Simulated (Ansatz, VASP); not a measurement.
**LiF: VASP beside Ansatz**

INCAR

```
SYSTEM = LiF
PREC = Accurate
ENCUT = 520
EDIFF = 1E-6
ISMEAR = 0
SIGMA = 0.05
LREAL = .FALSE.
LASPH = .TRUE.
NELM = 60
ALGO = Normal
ISIF = 2
LWAVE = .FALSE.
LCHARG = .FALSE.
GGA = PE
NBANDS = 18
```

KPOINTS

```
Automatic mesh
0
G
  9 9 6
  0 0 0
```

Contents of POSCAR:

```
LiF
1.0
    3.2140071864      0.0000000000      0.0000000000
   -1.6070035932      2.7834118714      0.0000000000
    0.0000000000      0.0000000000      4.6368481678
Li F
2 2
Direct
    0.3333333333      0.6666666667      0.4320721835
    0.6666666667      0.3333333333      0.9320721835
    0.3333333333      0.6666666667      0.9939266766
    0.6666666667      0.3333333333      0.4939266766
```

Input for Ansatz:

```yaml
crystal:
  lattice:
    - [3.2140071864, 0.0, 0.0]
    - [-1.6070035932, 2.7834118714, 0.0]
    - [0.0, 0.0, 4.6368481678]
  atoms:
    - { symbol: Li, position: [0.3333333333, 0.6666666667, 0.4320721835] }
    - { symbol: Li, position: [0.6666666667, 0.3333333333, 0.9320721835] }
    - { symbol: F, position: [0.3333333333, 0.6666666667, 0.9939266766] }
    - { symbol: F, position: [0.6666666667, 0.3333333333, 0.4939266766] }
basis:
  ecutwfc: 520.0
kpoints:
  mp_grid: { grid: [9, 9, 6] }
hamiltonian:
  xc: pbe
scf:
  occupations: { method: gaussian, width: 0.05 }
output:
  forces: true
  stress: true
  eigenvalues: true
```

Alike in both runs: task single point; functional PBE; k mesh 9 × 9 × 6; occupations gaussian, width 0.05 eV; no spin polarisation.

|  | VASP | Ansatz |
| --- | --- | --- |
| version | VASP 6.6.1 | Ansatz 0.2.0 |
| potentials or method | VASP PAW PBE potentials, release 64 (Li_sv, F), cutoff 520 eV | scalar-relativistic, plane waves, PAW |
| valence electrons in the cell | 20 | 20 |

VASP gave:

- gap on the k mesh at the Fermi level (eV): 7.31
- least direct gap on the mesh (eV): 7.31
- rms of the force components (eV/Å): 0.089

Problem. Estimate Ansatz's values.

Solution. gap on the k mesh at the Fermi level (eV): 7.32; least direct gap on the mesh (eV): 7.32; rms of the force components (eV/Å): 0.086.

Atom by atom the forces differ by 0.003 eV/Å (rms over components).

Noted on VASP's run: the cutoff is short for stress, so the pressure is rough.
